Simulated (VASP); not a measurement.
Set up this calculation in VASP 6.6.1, as the native input.

```yaml
Task: single point
Functional: LDA
Potentials_or_basis: VASP PAW LDA potentials, release 64 (Al, Ni)
Cutoff: 600 eV
k_mesh: 14 × 14 × 14
Occupations: gaussian, width 0.1 eV
Spin: no spin polarisation
Dipole_correction: no
Further_INCAR_settings: ALGO = Normal; EDIFF = 1e-06; NBANDS = 14
```

The structure of AlNi lies in POSCAR:

```
AlNi
1.0
    2.7745414349      0.0000000000      0.0000000000
    0.0000000000      2.7745414349      0.0000000000
    0.0000000000      0.0000000000      2.7745414349
Al Ni
1 1
Direct
    0.5000000000      0.5000000000      0.5000000000
    0.0000000000      0.0000000000      0.0000000000
```

One way to write it, as run:

INCAR

```
  PREC = Accurate
  ENCUT = 600
  EDIFF = 1E-6
  ISMEAR = 0
  SIGMA = 0.1
  LREAL = F
  LASPH = T
  NELM = 120
  ALGO = Normal
  ISIF = 2
  LWAVE = F
  LCHARG = F
  GGA = CA
  NBANDS = 14
  GGA_COMPAT = F
```

KPOINTS

```
regular mesh
0
Gamma
  14 14 14
```

Potentials or basis: VASP PAW LDA potentials, release 64 (Al, Ni).

Run with:

```sh
$ cat potpaw_LDA.64/Al/POTCAR potpaw_LDA.64/Ni/POTCAR > POTCAR
$ mpirun -np 1 vasp_std > vasp.out
```

It gave:

| Quantity | Value |
| --- | --- |
| Pressure | 13.6 GPa |
| Band gap on the k mesh | zero (an odd number of electrons rules out a gap without spin polarisation) |

Caveat: the cell stands under pressure.

Wall time 34 s on 1 thread of Intel Xeon 8259CL, with other jobs on the host, peak memory 0.16 GiB.
